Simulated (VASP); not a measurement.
# Li (P2_13) in VASP: notebook

The runs below take Li through single point, with PBE, RPBE.

Everything below comes from runs of VASP 6.6.1. Logs are shortened: lines on timing, memory, paths and dates and some standing lists are left out, and cuts for length are marked.

## (1) The cell of the first run

The structure is cubic, space group P2_13 (No. 198). Conventional cell: a = 4.454 Å, b = 4.454 Å, c = 4.454 Å, α = 90.00°, β = 90.00°, γ = 90.00°. Within 3.6 Å of Li (site symmetry 3) lie 6 Li at 2.73 Å.

## (2) Single point, PBE

INCAR reads:

```
SYSTEM = Li
ALGO     = Normal         ! electronic algorithm
EDIFF    = 1E-6           ! SCF threshold, eV
ENCUT    = 750            ! plane-wave cutoff, eV
GGA      = PE             ! functional
GGA_COMPAT= .False.      
ISIF     = 2              ! what is computed and relaxed
ISMEAR   = -1             ! smearing method
LASPH    = .True.         ! aspherical terms in the spheres
LCHARG   = .False.        ! write CHGCAR
LREAL    = .False.        ! projectors in reciprocal space
LWAVE    = .False.        ! write WAVECAR
NBANDS   = 14             ! bands
NELM     = 120            ! most SCF steps
PREC     = Accurate       ! precision mode
SIGMA    = 0.15           ! smearing width, eV
```

KPOINTS reads:

```
k-points
0
Gamma
  6 6 6
  0 0 0
```

POSCAR reads:

```
Li
1.0
    4.4544400000      0.0000000000      0.0000000000
    0.0000000000      4.4544400000      0.0000000000
    0.0000000000      0.0000000000      4.4544400000
Li
4
Direct
    0.8745700000      0.1254300000      0.6254300000
    0.3745700000      0.3745700000      0.3745700000
    0.1254300000      0.6254300000      0.8745700000
    0.6254300000      0.8745700000      0.1254300000
```

Potentials or basis: VASP PAW PBE potentials, release 64 (Li_sv).

Launch:

```
$ cat potpaw_PBE.64/Li_sv/POTCAR > POTCAR
$ mpirun -np 1 vasp_std > vasp.out
```

OUTCAR:

```text
SYSTEM = Li
   EDIFF = 1E-6
   ENCUT = 750
   GGA = PE
   ISIF = 2
   ISMEAR = -1
   LASPH = .True.
   LREAL = .False.
   NELM = 120
   PREC = Accurate

 ion  position               nearest neighbor table
   1  0.875  0.125  0.625-
   2  0.375  0.375  0.375-
   3  0.125  0.625  0.875-
   4  0.625  0.875  0.125-

  LATTYP: Found a simple cubic cell.
 ALAT       =     4.4544400000

  Lattice vectors:

 A1 = (   4.4544400000,   0.0000000000,   0.0000000000)
 A2 = (   0.0000000000,   4.4544400000,   0.0000000000)
 A3 = (   0.0000000000,   0.0000000000,   4.4544400000)

Analysis of symmetry for initial positions (statically):
=====================================================================
 Subroutine PRICEL returns:
 Original cell was already a primitive cell.

 Routine SETGRP: Setting up the symmetry group for a
 simple cubic supercell.

 Subroutine GETGRP returns: Found 12 space group operations
 (whereof  3 operations were pure point group operations)
 out of a pool of 48 trial point group operations.

The static configuration has the point symmetry C_3 .
 The point group associated with its full space group is T   .

Analysis of symmetry for dynamics (positions and initial velocities):
=====================================================================
 Subroutine PRICEL returns:
 Original cell was already a primitive cell.

 Routine SETGRP: Setting up the symmetry group for a
 simple cubic supercell.

 Subroutine GETGRP returns: Found 12 space group operations
 (whereof  3 operations were pure point group operations)
 out of a pool of 48 trial point group operations.

The dynamic configuration has the point symmetry C_3 .
 The point group associated with its full space group is T   .

 Subroutine INISYM returns: Found 12 space group operations
 (whereof  3 operations are pure point group operations),
 and found     1 'primitive' translations

----------------------------------------------------------------------------------------

                                     Primitive cell

  volume of cell :      88.3852

  direct lattice vectors                    reciprocal lattice vectors
     4.454440000  0.000000000  0.000000000     0.224495110  0.000000000  0.000000000
     0.000000000  4.454440000  0.000000000     0.000000000  0.224495110  0.000000000
     0.000000000  0.000000000  4.454440000     0.000000000  0.000000000  0.224495110

  length of vectors
     4.454440000  4.454440000  4.454440000     0.224495110  0.224495110  0.224495110

  position of ions in fractional coordinates (direct lattice)
     0.874570000  0.125430000  0.625430000
     0.374570000  0.374570000  0.374570000
     0.125430000  0.625430000  0.874570000
     0.625430000  0.874570000  0.125430000

  ion indices of the primitive-cell ions
   primitive index   ion index
                 1           1
                 2           2
                 3           3
                 4           4

----------------------------------------------------------------------------------------

 KPOINTS: k-points

Automatic generation of k-mesh.
 Grid dimensions read from file:
 generate k-points for:    6    6    6

 Generating k-lattice:

  Cartesian coordinates                     Fractional coordinates (reciprocal lattice)
     0.037415852  0.000000000  0.000000000     0.166666667  0.000000000  0.000000000
     0.000000000  0.037415852  0.000000000     0.000000000  0.166666667  0.000000000
     0.000000000  0.000000000  0.037415852     0.000000000  0.000000000  0.166666667

  Length of vectors
     0.037415852  0.037415852  0.037415852

  Shift w.r.t. Gamma in fractional coordinates (k-lattice)
     0.000000000  0.000000000  0.000000000

 Subroutine IBZKPT returns following result:
 ===========================================

 Found     24 irreducible k-points:

 Following reciprocal coordinates:
            Coordinates               Weight
  0.000000  0.000000  0.000000      1.000000
  0.166667  0.000000  0.000000      6.000000
  0.333333  0.000000  0.000000      6.000000
  0.500000  0.000000  0.000000      3.000000
  0.166667  0.166667  0.000000     12.000000
  0.333333  0.166667  0.000000     12.000000
[... 16 lines left out ...]
  0.500000  0.500000  0.333333      6.000000
  0.500000  0.500000  0.500000      1.000000
   k-points           NKPTS =     24   k-points in BZ     NKDIM =     24   number of bands    NBANDS=     14
   number of dos      NEDOS =    301   number of ions     NIONS =      4
   total plane-waves  NPLWV =  64000
   dimension x,y,z NGX =    40 NGY =   40 NGZ =   40
   dimension x,y,z NGXF=    80 NGYF=   80 NGZF=   80
   ions per type =               4
   NGX,Y,Z   is equivalent  to a cutoff of  14.93, 14.93, 14.93 a.u.
   NGXF,Y,Z  is equivalent  to a cutoff of  29.86, 29.86, 29.86 a.u.
 SYSTEM =  Li
   PREC   = accura    normal or accurate (medium, high low for compatibility)
   ISTART =      0    job   : 0-new  1-cont  2-samecut
   ICHARG =      2    charge: 1-file 2-atom 10-const
   ISPIN  =      1    spin polarized calculation?
   LNONCOLLINEAR =      F non collinear calculations
   LSORBIT =      F    spin-orbit coupling
   LASPH  =      T    aspherical Exc in radial PAW
   ENCUT  =  750.0 eV  55.12 Ry    7.42 a.u.   9.95  9.95  9.95*2*pi/ulx,y,z
   NELM   =    120;   NELMIN=  2; NELMDL= -5     # of ELM steps
   EDIFF  = 0.1E-05   stopping-criterion for ELM
   LREAL  =      F    real-space projection
   EDIFFG = 0.1E-04   stopping-criterion for IOM
   NSW    =      0    number of steps for IOM
   IBRION =     -1    ionic relax: 0-MD 1-quasi-New 2-CG
   NFREE  =      0    steps in history (QN), initial steepest desc. (CG)
   ISIF   =      2    stress and relaxation
   ISYM   =      2    0-nonsym 1-usesym 2-fastsym
   POTIM  = 0.5000    time-step for ionic-motion
   TEBEG  =    0.0;   TEEND  =   0.0 temperature during run
   PSTRESS=    0.0 pullay stress
   NELECT =      12.0000    total number of electrons
   NUPDOWN=      -1.0000    fix difference up-down
   EMIN   =  10.00;   EMAX   =-10.00  energy-range for DOS
   EFERMI =   0.00;   METHOD = LEGACY
   ISMEAR =    -1;   SIGMA  =   0.15  broadening in eV -4-tet -1-fermi 0-gaus
   EFERMI_NEDOS =   21; number of points for ismear=-14 and -15
   IALGO  =     38    algorithm
   IMIX   =      4    mixing-type and parameters
     AMIX     =   0.40;   BMIX     =  1.00
     AMIX_MAG =   1.60;   BMIX_MAG =  1.00
  volume/ion in A,a.u.               =      22.10       149.11
  Fermi-wavevector in a.u.,A,eV,Ry     =   0.841412  1.590038  9.632577  0.707974
  Thomas-Fermi vector in A             =   1.955952
   LORBIT       =      0    0 simple, 1 ext, 2 COOP (PROOUT), +10 PAW based schemes
   GGA     = PE    functional components
   LHFCALC =     F    Hartree Fock is set to
   AEXX    =    0.0000 exact exchange contribution
   IVDW    =     0    specifies the selected vdW correction
   LEPSILON=     F    determine dielectric tensor
   LRPA    =     F    only Hartree local field effects (RPA)
 non-spin polarized calculation
  energy-cutoff  :      750.00
  volume of cell :       88.39
 maximum number of plane-waves:      4224
   NGX = 19   NGY = 19   NGZ = 19

 number of electron      11.9999976 magnetization

 Free energy of the ion-electron system (eV)
  ---------------------------------------------------
  ext. energy  EPLUGINS =         0.00000000
  ---------------------------------------------------
  free energy    TOTEN  =        -6.64401344 eV

  energy without entropy =       -6.54000168  energy(sigma->0) =       -6.59200756

 E-fermi :   0.5195     XC(G=0):  -6.8273

 val. band max:        0.4088741660   @ k =   0.5000   0.5000   0.1667
 cond. band min:       0.5759267689   @ k =   0.3333   0.3333   0.0000
 fundamental gap:      0.1670526029
 Fermi energy:         0.5194812291

 k-point     1 :       0.0000    0.0000    0.0000
  band No.  band energies     occupation
      1     -46.6741      2.00000
      2     -46.6333      2.00000
      3     -46.6333      2.00000
      4     -46.6333      2.00000
      5      -3.0224      2.00000
      6       2.6734      0.00000
      7       2.6734      0.00000
      8       2.6734      0.00000
      9       2.8660      0.00000
     10       2.8660      0.00000
     11       2.8660      0.00000
     12       8.4505      0.00000
     13       8.4505      0.00000
     14       8.7996      0.00000

 k-point     2 :       0.1667    0.0000    0.0000
  band No.  band energies     occupation
      1     -46.6720      2.00000
      2     -46.6399      2.00000
      3     -46.6327      2.00000
      4     -46.6295      2.00000
      5      -2.8634      2.00000
      6       1.0273      0.06552
      7       2.7015      0.00000
      8       2.7281      0.00000
      9       3.0052      0.00000
     10       3.0486      0.00000
     11       4.7151      0.00000
     12       7.2238      0.00000
     13       7.8567      0.00000
     14       7.8722      0.00000

 k-point     3 :       0.3333    0.0000    0.0000
  band No.  band energies     occupation
      1     -46.6662      2.00000
      2     -46.6485      2.00000
      3     -46.6310      2.00000
      4     -46.6283      2.00000
      5      -2.3837      2.00000
      6      -0.4399      1.99667
      7       2.8144      0.00000
      8       2.8460      0.00000
      9       3.4979      0.00000
     10       3.5521      0.00000
     11       5.9751      0.00000
     12       6.0001      0.00000
     13       6.3737      0.00000
     14       6.9471      0.00000

 k-point     4 :       0.5000    0.0000    0.0000
  band No.  band energies     occupation
      1     -46.6578      2.00000
      2     -46.6578      2.00000
      3     -46.6292      2.00000
      4     -46.6292      2.00000
      5      -1.5774      2.00000
      6      -1.5774      2.00000
      7       2.9014      0.00000
      8       2.9014      0.00000
      9       3.9497      0.00000
     10       3.9497      0.00000
     11       5.4329      0.00000
     12       5.4329      0.00000
     13       6.3704      0.00000
     14       6.3704      0.00000

 k-point     5 :       0.1667    0.1667    0.0000
  band No.  band energies     occupation
      1     -46.6701      2.00000
      2     -46.6421      2.00000
      3     -46.6334      2.00000
      4     -46.6285      2.00000
      5      -2.7045      2.00000
      6       0.9825      0.08732
      7       1.3963      0.00577
      8       2.8426      0.00000
      9       2.9933      0.00000
     10       4.1386      0.00000
     11       5.2505      0.00000
[... 276 lines left out ...]
 k-point    22 :       0.5000    0.3333    0.3333
  band No.  band energies     occupation
      1     -46.6506      2.00000
      2     -46.6506      2.00000
      3     -46.6364      2.00000
      4     -46.6364      2.00000
      5      -0.3797      1.99503
      6      -0.3797      1.99503
      7       1.1243      0.03485
      8       1.1243      0.03485
      9       2.5546      0.00000
     10       2.5546      0.00000
     11       3.8937      0.00000
     12       3.8937      0.00000
     13      10.3146      0.00000
     14      10.3146      0.00000

 k-point    23 :       0.5000    0.5000    0.3333
  band No.  band energies     occupation
      1     -46.6485      2.00000
      2     -46.6485      2.00000
      3     -46.6384      2.00000
      4     -46.6384      2.00000
      5       0.1176      1.87157
      6       0.1176      1.87157
      7       0.6640      0.55239
      8       0.6640      0.55239
      9       2.8912      0.00000
     10       2.8912      0.00000
     11       2.9323      0.00000
     12       2.9323      0.00000
     13      11.1295      0.00000
     14      11.1296      0.00000

 k-point    24 :       0.5000    0.5000    0.5000
  band No.  band energies     occupation
      1     -46.6435      2.00000
      2     -46.6435      2.00000
      3     -46.6435      2.00000
      4     -46.6435      2.00000
      5       0.6659      0.54723
      6       0.6659      0.54723
      7       0.6659      0.54723
      8       0.6659      0.54723
      9       2.3387      0.00001
     10       2.3387      0.00001
     11       2.3387      0.00001
     12       2.3387      0.00001
     13      12.4112      0.00000
     14      12.4112      0.00000

------------------------ aborting loop because EDIFF is reached ----------------------------------------

  FORCE on cell =-STRESS in cart. coord.  units (eV):
  Direction    XX          YY          ZZ          XY          YZ          ZX
  --------------------------------------------------------------------------------------
  -------------------------------------------------------------------------------------
  Total        0.0150339      0.0150339      0.0150339     -0.0000000      0.0000000      0.0000000
  in kB        0.2725235      0.2725235      0.2725235     -0.0000000      0.0000000      0.0000000
  external PRESSURE =       0.2725235 kB  Pullay stress =       0.0000000 kB

 VOLUME and BASIS-vectors are now :
 -----------------------------------------------------------------------------
  energy-cutoff  :      750.00
  volume of cell :       88.39
      direct lattice vectors                 reciprocal lattice vectors
     4.454440000  0.000000000  0.000000000     0.224495110  0.000000000  0.000000000
     0.000000000  4.454440000  0.000000000     0.000000000  0.224495110  0.000000000
     0.000000000  0.000000000  4.454440000     0.000000000  0.000000000  0.224495110

 POSITION                                       TOTAL-FORCE (eV/Angst)
 -----------------------------------------------------------------------------------
      3.89572      0.55872      2.78594        -0.002774      0.002774      0.002774
      1.66850      1.66850      1.66850        -0.002774     -0.002774     -0.002774
      0.55872      2.78594      3.89572         0.002774      0.002774     -0.002774
      2.78594      3.89572      0.55872         0.002774     -0.002774      0.002774
 -----------------------------------------------------------------------------------
    total drift:                                0.000000     -0.000000     -0.000000

  FREE ENERGIE OF THE ION-ELECTRON SYSTEM (eV)
  ---------------------------------------------------
  free  energy   TOTEN  =        -6.6440134363 eV

  energy  without entropy=       -6.5400016830  energy(sigma->0) =       -6.59200756
```

Run time: 20 s. Hardware: 1 thread of AMD EPYC 9R45 (Zen 5), shared host; peak memory 0.21 GiB.

Results:

```
Free energy            : -6.6440 eV
Pressure               : 0.0 GPa
Largest force          : 0.005 eV/Å
Band gap on the k mesh : zero (band 6 reaches 2.67 eV, above the bottom of band 7 at 0.30 eV)
```

Forces in eV/Å, atoms in the order of the input:
```
Li  -0.003  0.003  0.003
Li  -0.003 -0.003 -0.003
Li   0.003  0.003 -0.003
Li   0.003 -0.003  0.003
```

## (3) Single point, RPBE

INCAR reads:

```
PREC = Accurate
ENCUT = 750
EDIFF = 1E-6
ISMEAR = -1
SIGMA = 0.15
LREAL = F
LASPH = T
NELM = 120
ALGO = Normal
ISIF = 2
LWAVE = F
LCHARG = T
GGA = RP
LELF = T
LVHAR = T
NBANDS = 14
GGA_COMPAT = F
```

KPOINTS reads:

```
Automatic mesh
0
Gamma
  6 6 6
```

POSCAR is that of step 2.

Potentials or basis: VASP PAW PBE potentials, release 64 (Li_sv).

Launch:

```
$ cat potpaw_PBE.64/Li_sv/POTCAR > POTCAR
$ mpirun -np 1 vasp_std > vasp.out
```

OUTCAR:

```text
PREC = Accurate
   ENCUT = 750
   EDIFF = 1E-6
   ISMEAR = -1
   LREAL = F
   LASPH = T
   NELM = 120
   ISIF = 2
   GGA = RP

 ion  position               nearest neighbor table
   1  0.875  0.125  0.625-
   2  0.375  0.375  0.375-
   3  0.125  0.625  0.875-
   4  0.625  0.875  0.125-

  LATTYP: Found a simple cubic cell.
[... 602 lines left out ...]

  FORCE on cell =-STRESS in cart. coord.  units (eV):
  Direction    XX          YY          ZZ          XY          YZ          ZX
  --------------------------------------------------------------------------------------
  -------------------------------------------------------------------------------------
  Total        0.2256694      0.2256694      0.2256694     -0.0000000      0.0000000      0.0000000
  in kB        4.0907584      4.0907584      4.0907584     -0.0000000      0.0000000      0.0000000
  external PRESSURE =       4.0907584 kB  Pullay stress =       0.0000000 kB

 VOLUME and BASIS-vectors are now :
 -----------------------------------------------------------------------------
  energy-cutoff  :      750.00
  volume of cell :       88.39
      direct lattice vectors                 reciprocal lattice vectors
     4.454440000  0.000000000  0.000000000     0.224495110  0.000000000  0.000000000
     0.000000000  4.454440000  0.000000000     0.000000000  0.224495110  0.000000000
     0.000000000  0.000000000  4.454440000     0.000000000  0.000000000  0.224495110

 POSITION                                       TOTAL-FORCE (eV/Angst)
 -----------------------------------------------------------------------------------
      3.89572      0.55872      2.78594        -0.002828      0.002828      0.002828
      1.66850      1.66850      1.66850        -0.002828     -0.002828     -0.002828
      0.55872      2.78594      3.89572         0.002828      0.002828     -0.002828
      2.78594      3.89572      0.55872         0.002828     -0.002828      0.002828
 -----------------------------------------------------------------------------------
    total drift:                                0.000000     -0.000000     -0.000000

  FREE ENERGIE OF THE ION-ELECTRON SYSTEM (eV)
  ---------------------------------------------------
  free  energy   TOTEN  =        -6.2748254596 eV

  energy  without entropy=       -6.1719251244  energy(sigma->0) =       -6.22337529
```

OSZICAR:

```text
N       E                     dE             d eps       ncg     rms          rms(c)
DAV:   1     0.578714367014E+02    0.57871E+02   -0.66352E+03   672   0.104E+03
DAV:   2     0.808180592324E+01   -0.49790E+02   -0.48312E+02   768   0.244E+02
DAV:   3    -0.587360348007E+01   -0.13955E+02   -0.13680E+02  1296   0.531E+01
DAV:   4    -0.626371580675E+01   -0.39011E+00   -0.38972E+00   920   0.179E+01
DAV:   5    -0.628875838013E+01   -0.25043E-01   -0.25042E-01  1092   0.291E+00    0.475E-01
DAV:   6    -0.628036517030E+01    0.83932E-02   -0.57343E-03   970   0.549E-01    0.284E-01
DAV:   7    -0.627482276466E+01    0.55424E-02   -0.66298E-03  1084   0.429E-01    0.773E-02
DAV:   8    -0.627482848789E+01   -0.57232E-05   -0.19081E-04   946   0.889E-02    0.265E-02
DAV:   9    -0.627482562944E+01    0.28584E-05   -0.27129E-05  1094   0.285E-02    0.169E-03
DAV:  10    -0.627482545961E+01    0.16983E-06   -0.76379E-07   874   0.526E-03
   1 F= -.62748255E+01 E0= -.62233753E+01  d E =-.102900E+00
```

It took 18 s on 1 thread of AMD EPYC 9R45 (Zen 5), shared host; peak memory 0.21 GiB.

Results:

| Item | Value |
| --- | --- |
| Free energy | -6.2748 eV |
| Pressure | 0.4 GPa |
| Largest force | 0.005 eV/Å |
| Band gap on the k mesh | zero (band 6 reaches 2.77 eV, above the bottom of band 7 at 0.38 eV) |

Forces in eV/Å, atoms in the order of the input:
```
Li  -0.003  0.003  0.003
Li  -0.003 -0.003 -0.003
Li   0.003  0.003 -0.003
Li   0.003 -0.003  0.003
```

Caveat: the PAW data sets were made with another functional, which shifts forces and pressure a little.
